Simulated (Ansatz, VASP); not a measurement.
## One calculation of Na3SCl, two programs

File INCAR:

```
SYSTEM = Na3SCl
  ALGO = Normal
  EDIFF = 1E-6
  ENCUT = 520
  GGA = PS
  ISIF = 2
  ISMEAR = 0
  LASPH = .True.
  LCHARG = .True.
  LELF = .True.
  LREAL = .False.
  LVHAR = .True.
  LWAVE = .False.
  NBANDS = 25
  NELM = 100
  PREC = Accurate
  SIGMA = 0.05
```

Contents of KPOINTS:

```
k-points
0
Gamma
  4 4 4
  0 0 0
```

The input POSCAR:

```
Na3SCl
1.0
    5.2618825429      0.0000000000      0.0000000000
    0.0000000000      5.2618825429      0.0000000000
    0.0000000000      0.0000000000      5.2618825429
Cl S Na
1 1 3
Direct
    0.0000000000      0.0000000000      0.0000000000
    0.5000000000      0.5000000000      0.5000000000
    0.5000000000      0.5000000000      0.0000000000
    0.5000000000      0.0000000000      0.5000000000
    0.0000000000      0.5000000000      0.5000000000
```

Input for Ansatz:

```yaml
crystal:
  lattice:
    - [5.2618825429, 0.0, 0.0]
    - [0.0, 5.2618825429, 0.0]
    - [0.0, 0.0, 5.2618825429]
  atoms:
    - { symbol: Cl, position: [0.0, 0.0, 0.0] }
    - { symbol: S, position: [0.5, 0.5, 0.5] }
    - { symbol: Na, position: [0.5, 0.5, 0.0] }
    - { symbol: Na, position: [0.5, 0.0, 0.5] }
    - { symbol: Na, position: [0.0, 0.5, 0.5] }
basis:
  ecutwfc: 420
kpoints:
  mp_grid: { grid: [4, 4, 4] }
hamiltonian:
  xc: pbesol
scf:
  occupations: { method: gaussian, width: 0.05 }
output:
  forces: true
  stress: true
  eigenvalues: true
```

Alike in both runs: task single point; functional PBEsol; k mesh 4 × 4 × 4; occupations gaussian, width 0.05 eV; no spin polarisation.

|  | VASP | Ansatz |
| --- | --- | --- |
| version | VASP 6.6.1 | Ansatz 0.2.0 |
| potentials or method | VASP PAW PBE potentials, release 64 (Cl, S, Na_pv), cutoff 520 eV | scalar-relativistic, plane waves, PAW |
| valence electrons in the cell | 34 | 40 |

VASP gave:

```
gap on the k mesh at the Fermi level (eV) : 2.59
least direct gap on the mesh (eV)         : 2.59
pressure (GPa)                            : -0.9
```

Question: Which values does Ansatz return?

Answer: gap on the k mesh at the Fermi level (eV): 2.60; least direct gap on the mesh (eV): 2.60; pressure (GPa): -0.9.

VASP's potentials were made for PBE, not for PBEsol. VASP's potentials hold 34 valence electrons a cell and Ansatz's 40, so a difference there can come from the potentials and not from the codes.
